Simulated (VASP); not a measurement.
A run of VASP 6.6.1 is set up as follows.

File INCAR:

```
PREC = Accurate ; ENCUT = 520
EDIFF = 1E-7 ; ISMEAR = 0
SIGMA = 0.1 ; LREAL = F
LASPH = T ; NELM = 60
ALGO = Normal ; ISIF = 2
LWAVE = F ; LCHARG = F
GGA = PE ; NBANDS = 27
```

Contents of KPOINTS:

```
Automatic mesh
0
Gamma
  6 6 6
```

The input POSCAR:

```
TeS2
1.0
   -2.0909928915      2.0909928915      7.7104924784
    2.0909928915     -2.0909928915      7.7104924784
    2.0909928915      2.0909928915     -7.7104924784
Te S
2 4
Direct
    0.0000000000      0.0000000000      0.0000000000
    0.7500000000      0.2500000000      0.5000000000
    0.4010966156      0.4010966156      0.0000000000
    0.1510966156      0.6510966156      0.5000000000
    0.3489033844      0.8489033844      0.5000000000
    0.5989033844      0.5989033844      0.0000000000
```

Potentials or basis: VASP PAW PBE potentials, release 64 (Te, S).

The run is started by

```bash
$ cat potpaw_PBE.64/Te/POTCAR potpaw_PBE.64/S/POTCAR > POTCAR
$ mpirun -np 1 vasp_std > vasp.out
```

Question: What does it give for the largest force?

Answer: 0.011 eV/Å.

Question: Estimate the pressure.

Answer: -0.1 GPa.

Stress tensor (GPa, compression positive):
```
-0.11  0.00  0.00
 0.00 -0.11  0.00
 0.00  0.00 -0.20
```
